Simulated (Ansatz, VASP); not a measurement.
Sn3Te in VASP and in Ansatz

The input INCAR:

```
SYSTEM = Sn3Te
PREC     = Accurate       ! precision mode
ENCUT    = 520            ! plane-wave cutoff, eV
EDIFF    = 1E-6           ! SCF threshold, eV
ISMEAR   = -1             ! smearing method
SIGMA    = 0.05           ! smearing width, eV
LREAL    = .False.        ! projectors in reciprocal space
LASPH    = .True.         ! aspherical terms in the spheres
NELM     = 60             ! most SCF steps
ALGO     = Normal         ! electronic algorithm
ISIF     = 2              ! what is computed and relaxed
LWAVE    = .False.        ! write WAVECAR
LCHARG   = .False.        ! write CHGCAR
GGA      = PS             ! functional
NBANDS   = 32             ! bands
```

The input KPOINTS:

```
Automatic mesh
0
Gamma
  6 6 6
  0 0 0
```

Contents of POSCAR:

```
Sn3Te
1.0
    4.9610505803      0.0000000000      0.0000000000
    0.0000000000      4.9610505803      0.0000000000
    0.0000000000      0.0000000000      4.9610505803
Te Sn
1 3
Direct
    0.0000000000      0.0000000000      0.0000000000
    0.0000000000      0.5000000000      0.5000000000
    0.5000000000      0.0000000000      0.5000000000
    0.5000000000      0.5000000000      0.0000000000
```

File input.yaml:

```yaml
crystal:
  lattice:
    - [4.9610505803, 0.0, 0.0]
    - [0.0, 4.9610505803, 0.0]
    - [0.0, 0.0, 4.9610505803]
  atoms:
    - { symbol: Te, position: [0.0, 0.0, 0.0] }
    - { symbol: Sn, position: [0.0, 0.5, 0.5] }
    - { symbol: Sn, position: [0.5, 0.0, 0.5] }
    - { symbol: Sn, position: [0.5, 0.5, 0.0] }
kpoints:
  mp_grid: { grid: [6, 6, 6] }
scf:
  occupations: { method: fermi_dirac, width: 0.05 }
hamiltonian:
  xc: pbesol
  pseudopotentials: { kind: all_electron, lapw: { basis_error: 0.001 } }
output:
  forces: true
  stress: true
  eigenvalues: true
```

Change from the starting cell: volume scaled by 1.06.

Alike in both runs: task single point; functional PBEsol; k mesh 6 × 6 × 6; occupations fermi-dirac, width 0.05 eV; no spin polarisation.

|  | VASP | Ansatz |
| --- | --- | --- |
| version | VASP 6.6.1 | Ansatz 0.2.0 |
| potentials or method | VASP PAW PBE potentials, release 64 (Te, Sn_d), cutoff 520 eV | all-electron LAPW, scalar-relativistic |

Ansatz gave:

- gap on the k mesh at the Fermi level (eV): none
- pressure (GPa): -4.4

Task: Which values does VASP return?

Result: gap on the k mesh at the Fermi level (eV): none; pressure (GPa): -4.5.

VASP's potentials were made for PBE, not for PBEsol. A gap of «none» marks a metal or a gap that the smearing closes. Ansatz ran all-electron here, and VASP with PAW potentials.

Spin-orbit coupling is off throughout.
